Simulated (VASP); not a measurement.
Write the native input for VASP 6.6.1 that does the following.

- Task: relaxation of cell and atoms
- Functional: PBE
- Potentials or basis: VASP PAW PBE potentials, release 64 (B, N)
- Cutoff: 600 eV
- k mesh: 14 × 14 × 14
- Occupations: fermi-dirac, width 0.05 eV
- Spin: no spin polarisation
- Target pressure: 0.002 GPa
- Dipole correction: no
- Further INCAR settings: ALGO = Normal; EDIFF = 1e-06; IBRION = 2; EDIFFG = -0.005; NSW = 32; ISIF = 3

The structure of BN (CsCl type) lies in POSCAR:

```
BN
1.0
    2.3203318186      0.0000000000      0.0000000000
    0.0000000000      2.3203318186      0.0000000000
    0.0000000000      0.0000000000      2.3203318186
B N
1 1
Direct
    0.0000000000      0.0000000000      0.0000000000
    0.5000000000      0.5000000000      0.5000000000
```

One way to write it, as run:

INCAR

```
SYSTEM = BN
PREC = Accurate
ENCUT = 600
EDIFF = 1E-6
ISMEAR = -1
SIGMA = 0.05
LREAL = .FALSE.
LASPH = .TRUE.
NELM = 60
ALGO = Normal
ISIF = 3
LWAVE = .FALSE.
LCHARG = .FALSE.
GGA = PE
IBRION = 2
NSW = 32
EDIFFG = -0.005
PSTRESS = 0.02
```

KPOINTS

```
regular mesh
0
G
  14 14 14
  0 0 0
```

Potentials or basis: VASP PAW PBE potentials, release 64 (B, N).

The run is started by

```bash
$ cat potpaw_PBE.64/B/POTCAR potpaw_PBE.64/N/POTCAR > POTCAR
$ mpirun -np 1 vasp_std > vasp.out
```

It gave:

- Relaxed volume: 6.24 Å³/atom
- Relaxed cell: a = 2.319 Å, b = 2.319 Å, c = 2.319 Å, α = 90.00°, β = 90.00°, γ = 90.00°
- Space group after relaxing (to 0.05 Å): Pm-3m (No. 221)
- Energy change on relaxing (the enthalpy is what falls): -0.0 meV/atom
- Ionic steps: 3
- Pressure after relaxing: 0.0 GPa
- Band gap on the k mesh: zero (band 4 reaches 9.94 eV, above the bottom of band 5 at 6.70 eV)

Caveat: the cell is relaxed towards a set pressure, so the enthalpy falls and the energy may rise.

Run time: 9.5 s on 1 thread of Intel(R) Xeon(R) 6975P-C (Granite Rapids), on a shared host, peak memory 0.12 GiB.
